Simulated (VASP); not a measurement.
Here is a VASP 6.6.1 calculation.

The input INCAR:

```
PREC     = Accurate       # precision mode
ENCUT    = 600            # plane-wave cutoff, eV
EDIFF    = 1E-6           # SCF threshold, eV
ISMEAR   = -1             # smearing method
SIGMA    = 0.05           # smearing width, eV
LREAL    = F              # projectors in reciprocal space
LASPH    = T              # aspherical terms in the spheres
NELM     = 100            # most SCF steps
ALGO     = Normal         # electronic algorithm
ISIF     = 3              # what is computed and relaxed
LWAVE    = F              # write WAVECAR
LCHARG   = F              # write CHGCAR
GGA      = PS             # functional
IBRION   = 2              # ionic algorithm
NSW      = 60             # ionic steps
EDIFFG   = -0.01          # ionic threshold
```

KPOINTS

```
regular mesh
0
Gamma
  12 12 4
```

The input POSCAR:

```
Cu
1.0
    2.5307640267      0.0000000000      0.0000000000
   -1.2653820134      2.1917059381      0.0000000000
    0.0000000000      0.0000000000      8.2618150800
Cu
4
Direct
    0.6666666667      0.3333333333      0.7500000000
    0.0000000000      0.0000000000      0.5000000000
    0.3333333333      0.6666666667      0.2500000000
    0.0000000000      0.0000000000      0.0000000000
```

Potentials or basis: VASP PAW PBE potentials, release 64 (Cu).

The run is started by

```bash
$ cat potpaw_PBE.64/Cu/POTCAR > POTCAR
$ mpirun -np 1 vasp_std > vasp.out
```

Question: Predict the band gap on the k mesh.

Answer: Zero (bands 22 and 23 overlap by 5.21 eV).

Question: Estimate the relaxed cell.

Answer: a = 2.528 Å, b = 2.528 Å, c = 8.226 Å, α = 90.00°, β = 90.00°, γ = 120.00°.

Step by step:
| step | energy change (eV) | largest force (eV/Å) | pressure (GPa) | volume (Å³) |
| --- | --- | --- | --- | --- |
| 1 | 0.0000 | 0.0000 | -1.17 | 45.83 |
| 2 | -0.0006 | 0.0000 | 0.86 | 45.27 |
| 3 | -0.0012 | 0.0000 | 0.05 | 45.50 |
| 4 | -0.0012 | 0.0000 | 0.05 | 45.51 |
| 5 | -0.0009 | 0.0000 | -0.56 | 45.67 |
| 6 | -0.0012 | 0.0000 | -0.01 | 45.52 |
| 7 | -0.0013 | 0.0000 | 0.12 | 45.52 |
| 8 | -0.0013 | 0.0000 | -0.03 | 45.53 |

Caveat: the PAW data sets were made with another functional, which shifts forces and pressure a little.
